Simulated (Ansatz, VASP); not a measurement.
# ZnAu in VASP and in Ansatz

```
Zn Au
1.0
     3.14700    0.00000    0.00000
     0.00000    3.14700    0.00000
     0.00000    0.00000    3.14700
Zn Au
1 1
Direct
  0.52500 0.52500 0.52500
  0.97500 0.97500 0.97500
```

Change from the starting cell: shortest bond scaled by 1.1, crystal datasets.

Alike in both runs: task electric field gradients; functional PBEsol; k mesh 10 × 10 × 10; occupations fermi-dirac, width 0.05 eV; no spin polarisation.

|  | VASP | Ansatz |
| --- | --- | --- |
| version | VASP 6.6.1 | Ansatz 0.2.0 |
| potentials or method | VASP PAW PBE potentials, release 64 (Zn, Au), cutoff 520 eV | all-electron PAW with datasets made for the crystal, scalar-relativistic |

|  | VASP | Ansatz | Ansatz less VASP |
| --- | --- | --- | --- |
| pressure (GPa) | 1.7 | 1.5 | -0.21 |
| traceless stress, the component that is largest in VASP (GPa) | 2.75 | 2.70 | -0.045 |
| rms of the force components (eV/Å) | 0.708 | 0.695 | -0.0134 |
| size of Vzz on the site where it differs most (V/Å²) | 16.5 | 0.4 | -16.18 |

VASP's potentials were made for PBE, not for PBEsol. Atom by atom the forces differ by 0.013 eV/Å (rms over components). Ansatz ran all-electron here, and VASP with PAW potentials.

Spin-orbit coupling is off throughout.
